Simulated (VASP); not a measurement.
A run of VASP 6.6.1:

POSCAR

```
In
1.0
    4.3480247748      0.0000000000      0.0000000000
   -2.1740123874      3.7654999113      0.0000000000
    0.0000000000      0.0000000000      4.9329796565
In
3
Direct
    0.2254000000      0.0000000000      0.3333333333
    0.0000000000      0.2254000000      0.6666666667
    0.7746000000      0.7746000000      0.0000000000
```

INCAR.step1

```
SYSTEM = In
  PREC = Accurate
  ENCUT = 520
  ISMEAR = 0
  SIGMA = 0.1
  LREAL = .False.
  LASPH = .True.
  NELM = 100
  NBANDS = 26
  GGA = PE
  ALGO = Normal
  EDIFF = 1E-4
  LWAVE = .True.
  LCHARG = .False.
```

The input INCAR.step2:

```
SYSTEM = In
  PREC = Accurate
  ENCUT = 520
  EDIFF = 1E-6
  ISMEAR = 0
  SIGMA = 0.1
  LREAL = .False.
  LASPH = .True.
  NELM = 100
  ALGO = Normal
  ISIF = 2
  LWAVE = .False.
  LCHARG = .False.
  METAGGA = R2SCAN
  LMIXTAU = .True.
  NBANDS = 26
  ISTART = 1
```

The input KPOINTS:

```
Automatic mesh
0
Gamma
  6 6 4
  0 0 0
```

Potentials or basis: VASP PAW PBE potentials, release 64 (In_d).

Command:

```sh
$ cat potpaw_PBE.64/In_d/POTCAR > POTCAR
$ cp INCAR.step1 INCAR
$ mpirun -np 1 vasp_std > vasp.out
$ cp INCAR.step2 INCAR
$ mpirun -np 1 vasp_std > vasp.out
```

Hardware: 1 thread of Intel(R) Xeon(R) Platinum 8124M CPU @ 3.00GHz (Skylake/Cascade Lake), on a shared host.

Question: How long does it take, and how much memory?

Answer: Wall time 2 min on 1 thread of Intel(R) Xeon(R) Platinum 8124M CPU @ 3.00GHz (Skylake/Cascade Lake), on a shared host, peak memory 0.22 GiB. Counts: k points 24.
